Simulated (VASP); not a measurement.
Input of a VASP 6.6.1 run:

INCAR

```
SYSTEM = WSe2
PREC     = Accurate       ! precision mode
ENCUT    = 520            ! plane-wave cutoff, eV
EDIFF    = 1E-6           ! SCF threshold, eV
ISMEAR   = -1             ! smearing method
SIGMA    = 0.08           ! smearing width, eV
LREAL    = .FALSE.        ! projectors in reciprocal space
LASPH    = .TRUE.         ! aspherical terms in the spheres
NELM     = 100            ! most SCF steps
ALGO     = Normal         ! electronic algorithm
ISIF     = 2              ! what is computed and relaxed
LWAVE    = .FALSE.        ! write WAVECAR
LCHARG   = .FALSE.        ! write CHGCAR
GGA      = PE             ! functional
NBANDS   = 35             ! bands
```

KPOINTS

```
regular mesh
0
G
  11 11 3
  0 0 0
```

Contents of POSCAR:

```
WSe2
1.0
    3.3545246059      0.0000000000      0.0000000000
   -1.6772623029      2.9051035263      0.0000000000
    0.0000000000      0.0000000000     13.2243783068
W Se
2 4
Direct
    0.3333333333      0.6666666667      0.2500000000
    0.6666666667      0.3333333333      0.7500000000
    0.3333333333      0.6666666667      0.6210000000
    0.6666666667      0.3333333333      0.1210000000
    0.3333333333      0.6666666667      0.8790000000
    0.6666666667      0.3333333333      0.3790000000
```

Potentials or basis: VASP PAW PBE potentials, release 64 (W_sv, Se).

Command:

```sh
$ cat potpaw_PBE.64/W_sv/POTCAR potpaw_PBE.64/Se/POTCAR > POTCAR
$ mpirun -np 1 vasp_std > vasp.out
```

Q: What does it give for the band gap on the k mesh?

A: 0.99 eV (least direct gap 1.60 eV).

Q: Estimate the pressure.

A: -3.6 GPa.

Q: Estimate the largest force.

A: 0.681 eV/Å.

Forces on the atoms (eV/Å):
```
W    0.000  0.000  0.000
W    0.000  0.000  0.000
Se   0.000  0.000  0.681
Se   0.000  0.000  0.681
Se   0.000  0.000 -0.681
Se   0.000  0.000 -0.681
```

Caveat: the cell stands under tension; spin-orbit coupling is left out, which moves the levels of the heavy elements; this functional lacks dispersion, which binds layers or chains, so the pressure and a relaxed spacing across them are unreliable. A k mesh can miss the band edges.
